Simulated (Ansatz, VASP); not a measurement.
One calculation of SiC, two programs

```
CELL_PARAMETERS angstrom
3.12654 0.00000 0.00000
-1.56327 2.70766 0.00000
0.00000 0.00000 5.55992
ATOMIC_POSITIONS crystal
Si 0.33333 0.66667 0.00381
Si 0.66667 0.33333 0.50381
C 0.33333 0.66667 0.38119
C 0.66667 0.33333 0.88119
```

Alike in both runs: functional LDA; k mesh 12 × 12 × 6; occupations gaussian, width 0.05 eV; no spin polarisation.

Ansatz relaxed the structure, and its values are those at the end. VASP's run is a single point on that final structure, the one shown.

|  | VASP | Ansatz |
| --- | --- | --- |
| version | VASP 6.6.1 | Ansatz 0.2.0 |
| potentials or method | VASP PAW LDA potentials, release 64 (Si, C), cutoff 520 eV | scalar-relativistic, plane waves, PAW |
| valence electrons in the cell | 16 | 16 |

```csv
,VASP,Ansatz,Ansatz less VASP
gap on the k mesh at the Fermi level (eV),2.18,2.20,+0.018
least direct gap on the mesh (eV),3.42,3.41,-0.003
pressure (GPa),-23.4,-23.8,-0.32
rms of the force components (eV/Å),0.006,0.001,-0.0050
```

Ansatz warns that its potentials were made for another functional, while VASP's fit it. LDA's correlation is that of Perdew and Zunger in VASP and of Perdew and Wang (1992) in Ansatz. Ansatz's warnings: stress scf threshold loose.
